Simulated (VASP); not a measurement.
# HfC (sol) (Fm-3m) in VASP: further runs

The runs below take HfC (sol) through single point, relaxation of cell and atoms, with PBEsol.

All numbers are computed with VASP 6.6.1; they aren't measurements. Logs are shortened: lines on timing, memory, paths and dates and some standing lists are left out, and cuts for length are marked.

## Step 1: The cell of the first run

It takes space group Fm-3m (No. 225, cubic). Conventional cell: a = 4.634 Å, b = 4.634 Å, c = 4.634 Å, α = 90.00°, β = 90.00°, γ = 90.00°. Within 3.1 Å of Hf (site symmetry m-3m) lie 6 C at 2.32 Å. C (site symmetry m-3m) has 6 Hf at 2.32 Å within 3.1 Å.

## Step 2: Single point, PBEsol

File INCAR:

```
ALGO = Normal ; EDIFF = 1E-6
ENCUT = 600 ; GGA = PS
GGA_COMPAT = False ; ISIF = 2
ISMEAR = 0 ; LASPH = True
LCHARG = True ; LELF = True
LREAL = False ; LVHAR = True
LWAVE = False ; NBANDS = 14
NELM = 120 ; PREC = Accurate
SIGMA = 0.1
```

File KPOINTS:

```
k-points
0
Gamma
  6 6 6
```

File POSCAR:

```
HfC
1.0
    0.0000000000      2.3171388400      2.3171388400
    2.3171388400      0.0000000000      2.3171388400
    2.3171388400      2.3171388400      0.0000000000
Hf C
1 1
Direct
    0.0000000000      0.0000000000      0.0000000000
    0.5000000000      0.5000000000      0.5000000000
```

Potentials or basis: VASP PAW PBE potentials, release 64 (Hf_pv, C).

The run is started by

```sh
cat potpaw_PBE.64/Hf_pv/POTCAR potpaw_PBE.64/C/POTCAR > POTCAR
mpirun -np 1 vasp_std > vasp.out
```

OUTCAR:

```text
EDIFF = 1E-6
   ENCUT = 600
   GGA = PS
   ISIF = 2
   ISMEAR = 0
   LASPH = True
   LREAL = False
   NELM = 120
   PREC = Accurate

 ion  position               nearest neighbor table
   1  0.000  0.000  0.000-   2 2.32   2 2.32   2 2.32   2 2.32   2 2.32   2 2.32
   2  0.500  0.500  0.500-   1 2.32   1 2.32   1 2.32   1 2.32   1 2.32   1 2.32

  LATTYP: Found a face centered cubic cell.
 ALAT       =     4.6342776800

  Lattice vectors:

 A1 = (   0.0000000000,   2.3171388400,   2.3171388400)
 A2 = (   2.3171388400,   0.0000000000,   2.3171388400)
 A3 = (   2.3171388400,   2.3171388400,   0.0000000000)

Analysis of symmetry for initial positions (statically):
=====================================================================
 Subroutine PRICEL returns:
 Original cell was already a primitive cell.

 Routine SETGRP: Setting up the symmetry group for a
 face centered cubic supercell.

 Subroutine GETGRP returns: Found 48 space group operations
 (whereof 48 operations were pure point group operations)
 out of a pool of 48 trial point group operations.

The static configuration has the point symmetry O_h .

Analysis of symmetry for dynamics (positions and initial velocities):
=====================================================================
 Subroutine PRICEL returns:
 Original cell was already a primitive cell.

 Routine SETGRP: Setting up the symmetry group for a
 face centered cubic supercell.

 Subroutine GETGRP returns: Found 48 space group operations
 (whereof 48 operations were pure point group operations)
 out of a pool of 48 trial point group operations.

The dynamic configuration has the point symmetry O_h .

 Subroutine INISYM returns: Found 48 space group operations
 (whereof 48 operations are pure point group operations),
 and found     1 'primitive' translations

----------------------------------------------------------------------------------------

                                     Primitive cell

  volume of cell :      24.8821

  direct lattice vectors                    reciprocal lattice vectors
     0.000000000  2.317138840  2.317138840    -0.215783358  0.215783358  0.215783358
     2.317138840  0.000000000  2.317138840     0.215783358 -0.215783358  0.215783358
     2.317138840  2.317138840  0.000000000     0.215783358  0.215783358 -0.215783358

  length of vectors
     3.276929173  3.276929173  3.276929173     0.373747740  0.373747740  0.373747740

  position of ions in fractional coordinates (direct lattice)
     0.000000000  0.000000000  0.000000000
     0.500000000  0.500000000  0.500000000

[... 79 lines left out ...]
   NUPDOWN=      -1.0000    fix difference up-down
   EMIN   =  10.00;   EMAX   =-10.00  energy-range for DOS
   EFERMI =   0.00;   METHOD = LEGACY
   ISMEAR =     0;   SIGMA  =   0.10  broadening in eV -4-tet -1-fermi 0-gaus
   EFERMI_NEDOS =   21; number of points for ismear=-14 and -15
   IALGO  =     38    algorithm
   IMIX   =      4    mixing-type and parameters
     AMIX     =   0.40;   BMIX     =  1.00
     AMIX_MAG =   1.60;   BMIX_MAG =  1.00
  volume/ion in A,a.u.               =      12.44        83.96
  Fermi-wavevector in a.u.,A,eV,Ry     =   1.351519  2.554000 24.852447  1.826603
  Thomas-Fermi vector in A             =   2.478934
   LORBIT       =      0    0 simple, 1 ext, 2 COOP (PROOUT), +10 PAW based schemes
   GGA     = PS    functional components
   LHFCALC =     F    Hartree Fock is set to
   AEXX    =    0.0000 exact exchange contribution
   IVDW    =     0    specifies the selected vdW correction
   LEPSILON=     F    determine dielectric tensor
   LRPA    =     F    only Hartree local field effects (RPA)
 non-spin polarized calculation
 Gauss-broadening in eV      SIGMA  =   0.10
  energy-cutoff  :      600.00
  volume of cell :       24.88
 maximum number of plane-waves:       869
 NGX is ok and might be reduce to    28
   NGX = 13   NGY = 13   NGZ = 13

 number of electron      14.0000000 magnetization

 Free energy of the ion-electron system (eV)
  ---------------------------------------------------
  ext. energy  EPLUGINS =         0.00000000
  ---------------------------------------------------
  free energy    TOTEN  =       -22.17663359 eV

  energy without entropy =      -22.17453341  energy(sigma->0) =      -22.17558350

 E-fermi :   5.7546     XC(G=0): -12.4692

 val. band max:        5.6530638237   @ k =   0.1667   0.1667   0.0000
 cond. band min:       5.8264102387   @ k =   0.5000   0.5000   0.0000
 fundamental gap:      0.1733464149
 Fermi energy:         5.7545703198

 k-point     1 :       0.0000    0.0000    0.0000
  band No.  band energies     occupation
      1     -23.5709      2.00000
      2     -23.5709      2.00000
      3     -23.5709      2.00000
      4      -6.4491      2.00000
      5       6.9292      0.00000
      6       6.9292      0.00000
      7       6.9292      0.00000
      8       7.2295      0.00000
      9       7.2295      0.00000
     10       7.2295      0.00000
     11       9.2783      0.00000
     12       9.2783      0.00000
     13      12.8418      0.00000
     14      16.8567      0.00000
[... 241 lines left out ...]
      1     -24.1015      2.00000
      2     -23.9115      2.00000
      3     -23.8247      2.00000
      4      -3.9623      2.00000
      5       3.1821      2.00000
      6       3.3338      2.00000
      7       3.4927      2.00000
      8       7.9007      0.00000
      9      11.1804      0.00000
     10      12.6934      0.00000
     11      12.7064      0.00000
     12      14.4934      0.00000
     13      17.5693      0.00000
     14      19.1305      0.00000

------------------------ aborting loop because EDIFF is reached ----------------------------------------

  FORCE on cell =-STRESS in cart. coord.  units (eV):
  Direction    XX          YY          ZZ          XY          YZ          ZX
  --------------------------------------------------------------------------------------
  -------------------------------------------------------------------------------------
  Total       -0.7247425     -0.7247425     -0.7247425      0.0000000     -0.0000000      0.0000000
  in kB      -46.6668120    -46.6668120    -46.6668120      0.0000000     -0.0000000      0.0000000
  external PRESSURE =     -46.6668120 kB  Pullay stress =       0.0000000 kB

 VOLUME and BASIS-vectors are now :
 -----------------------------------------------------------------------------
  energy-cutoff  :      600.00
  volume of cell :       24.88
      direct lattice vectors                 reciprocal lattice vectors
     0.000000000  2.317138840  2.317138840    -0.215783358  0.215783358  0.215783358
     2.317138840  0.000000000  2.317138840     0.215783358 -0.215783358  0.215783358
     2.317138840  2.317138840  0.000000000     0.215783358  0.215783358 -0.215783358

 POSITION                                       TOTAL-FORCE (eV/Angst)
 -----------------------------------------------------------------------------------
      0.00000      0.00000      0.00000        -0.000000      0.000000     -0.000000
      2.31714      2.31714      2.31714         0.000000     -0.000000      0.000000
 -----------------------------------------------------------------------------------
    total drift:                                0.000000      0.000000      0.000000

  FREE ENERGIE OF THE ION-ELECTRON SYSTEM (eV)
  ---------------------------------------------------
  free  energy   TOTEN  =       -22.1766335897 eV

  energy  without entropy=      -22.1745334149  energy(sigma->0) =      -22.17558350
```

Run time: 7.6 s. Hardware: 1 thread of AMD EPYC 7R13 (Zen 3), shared host; peak memory 0.13 GiB.

Results:

* Free energy: -22.1766 eV
* Pressure: -4.7 GPa
* Band gap on the k mesh: zero (band 7 reaches 6.93 eV, above the bottom of band 8 at 5.55 eV)

Caveat: the k points lie up to 0.39 Å⁻¹ apart; the PAW data sets were made with another functional, which shifts forces and pressure a little; spin-orbit coupling is left out, which moves the levels of the heavy elements.

## Step 3: Single point, PBEsol

This run uses another cell than the first one, of 12.22 Å³/atom, 0.983 times its volume.

File INCAR:

```
SYSTEM = HfC
PREC = Accurate
ENCUT = 600
EDIFF = 1E-6
ISMEAR = 0
SIGMA = 0.1
LREAL = .FALSE.
LASPH = .TRUE.
NELM = 120
ALGO = Normal
ISIF = 2
LWAVE = .FALSE.
LCHARG = .FALSE.
GGA = PS
NBANDS = 14
GGA_COMPAT = .FALSE.
```

File KPOINTS:

```
regular mesh
0
G
  16 16 16
  0 0 0
```

File POSCAR:

```
HfC
1.0
    0.0000000000      2.3035754734      2.3035754734
    2.3035754734      0.0000000000      2.3035754734
    2.3035754734      2.3035754734      0.0000000000
Hf C
1 1
Direct
    0.0000000000      0.0000000000      0.0000000000
    0.5000000000      0.5000000000      0.5000000000
```

Potentials or basis: VASP PAW PBE potentials, release 64 (Hf_pv, C).

The run is started by

```sh
cat potpaw_PBE.64/Hf_pv/POTCAR potpaw_PBE.64/C/POTCAR > POTCAR
mpirun -np 1 vasp_std > vasp.out
```

It took 46 s on 1 thread of AMD EPYC 7R13 (Zen 3), shared host; peak memory 0.18 GiB.

The run converged. Its results:

```yaml
Free_energy: -22.1967 eV
Pressure: -0.4 GPa
Band_gap_on_the_k_mesh: zero (band 7 reaches 7.06 eV, above the bottom of band 8 at 5.60 eV)
```

Levels at points of the mesh, in eV from the Fermi level:
```
           k point  band 5  band 6  band 7  band 8  band 9  band 10
(0.00, 0.00, 0.00)    1.07    1.07    1.07    1.37    1.37     1.37
(0.50, 0.00, 0.00)   -6.28   -3.06   -3.06    5.48    5.48     5.97
(0.50, 0.50, 0.00)   -2.53   -1.90   -0.03   -0.03    5.48     6.97
```

Caveat: the PAW data sets were made with another functional, which shifts forces and pressure a little; spin-orbit coupling is left out, which moves the levels of the heavy elements.

## Step 4: Relaxation of cell and atoms, PBEsol

File INCAR:

```
PREC     = Accurate       # precision mode
ENCUT    = 600            # plane-wave cutoff, eV
EDIFF    = 1E-7           # SCF threshold, eV
ISMEAR   = 0              # smearing method
SIGMA    = 0.1            # smearing width, eV
LREAL    = F              # projectors in reciprocal space
LASPH    = T              # aspherical terms in the spheres
NELM     = 120            # most SCF steps
ALGO     = Normal         # electronic algorithm
ISIF     = 3              # what is computed and relaxed
LWAVE    = F              # write WAVECAR
LCHARG   = F              # write CHGCAR
GGA      = PS             # functional
IBRION   = 2              # ionic algorithm
NSW      = 100            # ionic steps
EDIFFG   = -0.002         # ionic threshold
GGA_COMPAT= F            
NELMIN   = 4
```

File KPOINTS:

```
Automatic mesh
0
Gamma
  16 16 16
```

File POSCAR:

```
HfC
1.0
    0.0000000000      2.3171388400      2.3171388400
    2.3171388400      0.0000000000      2.3171388400
    2.3171388400      2.3171388400      0.0000000000
Hf C
1 1
Direct
    0.0000000000      0.0000000000      0.0000000000
    0.5000000000      0.5000000000      0.5000000000
```

Potentials or basis: VASP PAW PBE potentials, release 64 (Hf_pv, C).

The run is started by

```sh
cat potpaw_PBE.64/Hf_pv/POTCAR potpaw_PBE.64/C/POTCAR > POTCAR
mpirun -np 1 vasp_std > vasp.out
```

OUTCAR:

```text
PREC = Accurate
   ENCUT = 600
   EDIFF = 1E-7
   ISMEAR = 0
   LREAL = F
   LASPH = T
   NELM = 120
   ISIF = 3
   GGA = PS
   IBRION = 2
   NSW = 100
   EDIFFG = -0.002
   NELMIN = 4

 ion  position               nearest neighbor table
   1  0.000  0.000  0.000-   2 2.32   2 2.32   2 2.32   2 2.32   2 2.32   2 2.32
   2  0.500  0.500  0.500-   1 2.32   1 2.32   1 2.32   1 2.32   1 2.32   1 2.32

  LATTYP: Found a face centered cubic cell.
 ALAT       =     4.6342776800

  Lattice vectors:

 A1 = (   0.0000000000,   2.3171388400,   2.3171388400)
 A2 = (   2.3171388400,   0.0000000000,   2.3171388400)
 A3 = (   2.3171388400,   2.3171388400,   0.0000000000)

Analysis of symmetry for initial positions (statically):
=====================================================================
 Subroutine PRICEL returns:
 Original cell was already a primitive cell.

 Routine SETGRP: Setting up the symmetry group for a
 face centered cubic supercell.

 Subroutine GETGRP returns: Found 48 space group operations
 (whereof 48 operations were pure point group operations)
 out of a pool of 48 trial point group operations.

The static configuration has the point symmetry O_h .

Analysis of symmetry for dynamics (positions and initial velocities):
=====================================================================
 Subroutine PRICEL returns:
 Original cell was already a primitive cell.

 Routine SETGRP: Setting up the symmetry group for a
 face centered cubic supercell.

 Subroutine GETGRP returns: Found 48 space group operations
 (whereof 48 operations were pure point group operations)
 out of a pool of 48 trial point group operations.

The dynamic configuration has the point symmetry O_h .

 Subroutine INISYM returns: Found 48 space group operations
 (whereof 48 operations are pure point group operations),
 and found     1 'primitive' translations

----------------------------------------------------------------------------------------
[... 134 lines left out ...]

 number of electron      14.0000000 magnetization

 Free energy of the ion-electron system (eV)
  ---------------------------------------------------
  ext. energy  EPLUGINS =         0.00000000
  ---------------------------------------------------
  free energy    TOTEN  =       -22.18997366 eV

  energy without entropy =      -22.18772811  energy(sigma->0) =      -22.18885089

------------------------ aborting loop because EDIFF is reached ----------------------------------------

  FORCE on cell =-STRESS in cart. coord.  units (eV):
  Direction    XX          YY          ZZ          XY          YZ          ZX
  --------------------------------------------------------------------------------------
  -------------------------------------------------------------------------------------
  Total       -0.7312507     -0.7312507     -0.7312507      0.0000000      0.0000000      0.0000000
  in kB      -47.0858803    -47.0858803    -47.0858803      0.0000000      0.0000000      0.0000000
  external PRESSURE =     -47.0858803 kB  Pullay stress =       0.0000000 kB
[... 167 lines left out ...]
--------------------------------------- Ionic step        6  -------------------------------------------

 number of electron      13.9999999 magnetization

 Free energy of the ion-electron system (eV)
  ---------------------------------------------------
  ext. energy  EPLUGINS =         0.00000000
  ---------------------------------------------------
  free energy    TOTEN  =       -22.19707571 eV

  energy without entropy =      -22.19480533  energy(sigma->0) =      -22.19594052

 E-fermi :   6.0099     XC(G=0): -12.5658

 val. band max:        6.0098232961   @ k =   0.4375   0.3750   0.0000
 cond. band min:       6.0204413041   @ k =   0.1250   0.0625   0.0000
 fundamental gap:      0.0106180079
 Fermi energy:         6.0099163715

 k-point     1 :       0.0000    0.0000    0.0000
  band No.  band energies     occupation
      1     -23.3246      2.00000
      2     -23.3246      2.00000
      3     -23.3246      2.00000
      4      -6.4048      2.00000
      5       7.0765      0.00000
      6       7.0765      0.00000
      7       7.0765      0.00000
      8       7.3853      0.00000
      9       7.3853      0.00000
     10       7.3853      0.00000
     11       9.4881      0.00000
[... 309 lines left out ...]
 k-point    24 :      -0.0625    0.0625    0.0000
  band No.  band energies     occupation
      1     -23.3993      2.00000
      2     -23.3450      2.00000
      3     -23.3267      2.00000
      4      -6.1310      2.00000
      5       5.6372      2.00000
      6       5.9405      1.67351
      7       6.0402      0.66795
      8       7.5523      0.00000
      9       8.2511      0.00000
     10       8.2617      0.00000
     11      10.1127      0.00000

 [... further k-points ...]

------------------------ aborting loop because EDIFF is reached ----------------------------------------

  FORCE on cell =-STRESS in cart. coord.  units (eV):
  Direction    XX          YY          ZZ          XY          YZ          ZX
  --------------------------------------------------------------------------------------
  -------------------------------------------------------------------------------------
  Total        0.0005125      0.0005125      0.0005125      0.0000000      0.0000000      0.0000000
  in kB        0.0336403      0.0336403      0.0336403      0.0000000      0.0000000      0.0000000
  external PRESSURE =       0.0336403 kB  Pullay stress =       0.0000000 kB
[... 17 lines left out ...]
  FREE ENERGIE OF THE ION-ELECTRON SYSTEM (eV)
  ---------------------------------------------------
  free  energy   TOTEN  =       -22.1970757063 eV

  energy  without entropy=      -22.1948053305  energy(sigma->0) =      -22.19594052

 reached required accuracy - stopping structural energy minimisation
```

CONTCAR:

```text
HfC
   1.00000000000000
     0.0000000000000000    2.3023103151650606    2.3023103151650606
     2.3023103151650606    0.0000000000000000    2.3023103151650606
     2.3023103151650606    2.3023103151650606    0.0000000000000000
  Hf              C
     1     1
Direct
     0.0000000000000000    0.0000000000000000    0.0000000000000000
     0.5000000000000000    0.5000000000000000    0.5000000000000000

  0.00000000E+00  0.00000000E+00  0.00000000E+00
  0.00000000E+00  0.00000000E+00  0.00000000E+00
```

Run time: 2.3 min. Hardware: 1 thread of AMD EPYC 7R13 (Zen 3), shared host; peak memory 0.18 GiB.

What came out:

```
Free energy                            : -22.1971 eV
Relaxed volume                         : 12.20 Å³/atom
Relaxed cell                           : a = 3.256 Å, b = 3.256 Å, c = 3.256 Å, α = 60.00°, β = 60.00°, γ = 60.00°
Space group after relaxing (to 0.05 Å) : Fm-3m (No. 225)
Energy gained by relaxing              : 3.6 meV/atom
Ionic steps                            : 6
Pressure after relaxing                : 0.0 GPa
Band gap on the k mesh                 : zero (band 7 reaches 7.08 eV, above the bottom of band 8 at 5.61 eV)
```

The path:
```
step  energy change (eV)  largest force (eV/Å)  pressure (GPa)  volume (Å³)
   1              0.0000                0.0000           -4.71        24.88
   2              0.0159                0.0000            9.28        23.59
   3             -0.0071                0.0000           -0.03        24.41
   4             -0.0071                0.0000            0.06        24.40
   5             -0.0071                0.0000           -0.09        24.42
   6             -0.0071                0.0000            0.00        24.41
```

Final structure:
```yaml
crystal:
  lattice:
    - [0.00000, 2.30231, 2.30231]
    - [2.30231, 0.00000, 2.30231]
    - [2.30231, 2.30231, 0.00000]
  atoms:
    - { symbol: Hf, position: [0.00000, 0.00000, 0.00000] }
    - { symbol: C, position: [0.50000, 0.50000, 0.50000] }
```

Levels at points of the mesh, in eV from the Fermi level:
| k point | band 4 | band 5 | band 6 | band 7 | band 8 | band 9 | band 10 | band 11 |
| --- | --- | --- | --- | --- | --- | --- | --- | --- |
| (0.00, 0.00, 0.00) | -12.41 | 1.07 | 1.07 | 1.07 | 1.38 | 1.38 | 1.38 | 3.48 |
| (0.50, 0.00, 0.00) | -8.43 | -6.29 | -3.07 | -3.07 | 5.49 | 5.49 | 5.98 | 6.69 |
| (0.50, 0.50, 0.00) | -10.47 | -2.53 | -1.91 | -0.02 | -0.02 | 5.49 | 6.98 | 6.98 |

Caveat: the PAW data sets were made with another functional, which shifts forces and pressure a little; spin-orbit coupling is left out, which moves the levels of the heavy elements.

## Step 5: Summary

```tsv
task	cell	k mesh	gap on the mesh (eV)	pressure (GPa)
single point	a = 3.277 Å, angles 60.0°, 2 atoms	6 × 6 × 6	none	-4.7
single point	a = 3.258 Å, angles 60.0°, 2 atoms	16 × 16 × 16	none	-0.4
relaxation of cell and atoms	relaxed from a = 3.277 Å, angles 60.0°, 2 atoms	16 × 16 × 16	none	0.0
```

Alike in all rows: level PBEsol; potentials or basis VASP PAW PBE potentials, release 64 (Hf_pv, C); no spin polarisation; cutoff (eV) 600; smearing gaussian 0.1 eV.

Caveats: some runs use coarse meshes; the PAW data sets were made with another functional, which shifts forces and pressure a little; spin-orbit coupling is left out, which moves the levels of the heavy elements.

Absolute energies hang on the potentials; compare differences alone.
